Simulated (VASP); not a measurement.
A run of VASP 6.6.1:

File INCAR:

```
  PREC = Accurate
  ENCUT = 520
  EDIFF = 1E-6
  ISMEAR = 0
  SIGMA = 0.15
  LREAL = False
  LASPH = True
  NELM = 60
  ALGO = Fast
  ISIF = 2
  LWAVE = False
  LCHARG = False
  GGA = PE
  NBANDS = 12
```

The input KPOINTS:

```
Automatic mesh
0
Gamma
  22 22 22
```

POSCAR

```
Zn
1.0
   -0.9817782612      1.7070429764      1.7070429764
    1.7070429764     -0.9817782612      1.7070429764
    1.7070429764      1.7070429764     -0.9817782612
Zn
1
Direct
    0.0000000000      0.0000000000      0.0000000000
```

Potentials or basis: VASP PAW PBE potentials, release 64 (Zn).

Command:

```console
$ cat potpaw_PBE.64/Zn/POTCAR > POTCAR
$ mpirun -np 1 vasp_std > vasp.out
```

Hardware: 1 thread of Intel(R) Xeon(R) Platinum 8259CL CPU @ 2.50GHz (Skylake/Cascade Lake), on a shared host.

Question: How long does it take, and how much memory?

Answer: It took 2.1 min on 1 thread of Intel(R) Xeon(R) Platinum 8259CL CPU @ 2.50GHz (Skylake/Cascade Lake) (shared host), peak memory 0.3 GiB. Counts: scf iterations 11, k points 1024.
